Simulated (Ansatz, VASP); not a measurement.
**TiSi2: VASP beside Ansatz**

```
CELL_PARAMETERS angstrom
1.76511 -6.75928 0.00000
1.76511 6.75928 0.00000
0.00000 0.00000 3.56517
ATOMIC_POSITIONS crystal
Ti 0.89680 0.10320 0.75000
Ti 0.10320 0.89680 0.25000
Si 0.55828 0.44172 0.75000
Si 0.44172 0.55828 0.25000
Si 0.24982 0.75018 0.75000
Si 0.75018 0.24982 0.25000
```

Alike in both runs: functional r2SCAN; k mesh 10 × 10 × 10; occupations gaussian, width 0.1 eV; no spin polarisation.

Ansatz relaxed the structure, and its values are those at the end. VASP's run is a single point on that final structure, the one shown.

```csv
,VASP,Ansatz
version,VASP 6.6.1,Ansatz 0.2.0
potentials or method,"VASP PAW PBE potentials, release 64 (Ti_sv, Si), cutoff 520 eV","scalar-relativistic, plane waves, PAW"
valence electrons in the cell,40,40
```

```csv
,VASP,Ansatz,Ansatz less VASP
gap on the k mesh at the Fermi level (eV),none,none,-
pressure (GPa),0.1,-0.2,-0.28
rms of the force components (eV/Å),0.005,0.001,-0.0048
```

VASP's potentials were made for PBE, not for r2SCAN. A gap of «none» marks a metal or a gap that the smearing closes. Ansatz's warnings: stress scf threshold loose.
